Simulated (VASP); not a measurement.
Input of a VASP 6.6.1 run:

Contents of POSCAR:

```
MgO
1.0
    0.0000000000      2.1055000000      2.1055000000
    2.1055000000      0.0000000000      2.1055000000
    2.1055000000      2.1055000000      0.0000000000
Mg O
1 1
Direct
    0.0000000000      0.0000000000      0.0000000000
    0.5000000000      0.5000000000      0.5000000000
```

File INCAR.step1:

```
ALGO     = Normal         # electronic algorithm
EDIFF    = 1E-8           # SCF threshold, eV
ENCUT    = 500            # plane-wave cutoff, eV
GGA      = PE             # functional
ISMEAR   = 0              # smearing method
LASPH    = True           # aspherical terms in the spheres
LCHARG   = False          # write CHGCAR
LREAL    = False          # projectors in reciprocal space
LWAVE    = True           # write WAVECAR
NELM     = 80             # most SCF steps
PREC     = Accurate       # precision mode
SIGMA    = 0.01           # smearing width, eV
```

File INCAR.step2:

```
ALGO     = Exact          # electronic algorithm
EDIFF    = 1E-8           # SCF threshold, eV
ENCUT    = 500            # plane-wave cutoff, eV
GGA      = PE             # functional
ISMEAR   = 0              # smearing method
ISTART   = 1            
LASPH    = True           # aspherical terms in the spheres
LCHARG   = False          # write CHGCAR
LOPTICS  = True           # frequency-dependent dielectric function
LREAL    = False          # projectors in reciprocal space
LWAVE    = True           # write WAVECAR
NBANDS   = 130            # bands
NELM     = 1              # most SCF steps
PREC     = Accurate       # precision mode
SIGMA    = 0.01           # smearing width, eV
```

Contents of INCAR.step3:

```
ALGO     = EVGW0          # electronic algorithm
EDIFF    = 1E-8           # SCF threshold, eV
ENCUT    = 500            # plane-wave cutoff, eV
ENCUTGW  = 143.3          # cutoff of the response function
GGA      = PE             # functional
ISMEAR   = 0              # smearing method
ISTART   = 1            
LASPH    = True           # aspherical terms in the spheres
LCHARG   = False          # write CHGCAR
LREAL    = False          # projectors in reciprocal space
LWAVE    = False          # write WAVECAR
NBANDS   = 130            # bands
NBANDSGW = 12           
NELMGW   = 1            
NOMEGA   = 48             # frequency points
PREC     = Accurate       # precision mode
PRECFOCK = Fast         
SIGMA    = 0.01           # smearing width, eV
```

The input KPOINTS:

```
k-points
0
Gamma
  2 2 2
```

Potentials or basis: VASP PAW PBE potentials, release 64 (Mg_GW, O_GW).

The run is started by

```sh
$ cat potpaw_PBE.64/Mg_GW/POTCAR potpaw_PBE.64/O_GW/POTCAR > POTCAR
$ cp INCAR.step1 INCAR
$ mpirun -np 1 vasp_std > vasp.out
$ cp INCAR.step2 INCAR
$ mpirun -np 1 vasp_std > vasp.out
$ cp INCAR.step3 INCAR
$ mpirun -np 1 vasp_std > vasp.out
```

**Question.** Predict the quasiparticle gap.

**Answer.** 6.50 eV.

**Question.** Estimate the least direct quasiparticle gap.

**Answer.** 6.50 eV.

**Question.** Estimate the band gap on the k mesh, mean-field level.

**Answer.** 4.48 eV, direct.

Caveat: the k points lie up to 1.29 Å⁻¹ apart; bands, screening cutoff and mesh are small and nothing is extrapolated, so the quasiparticle values aren't converged.
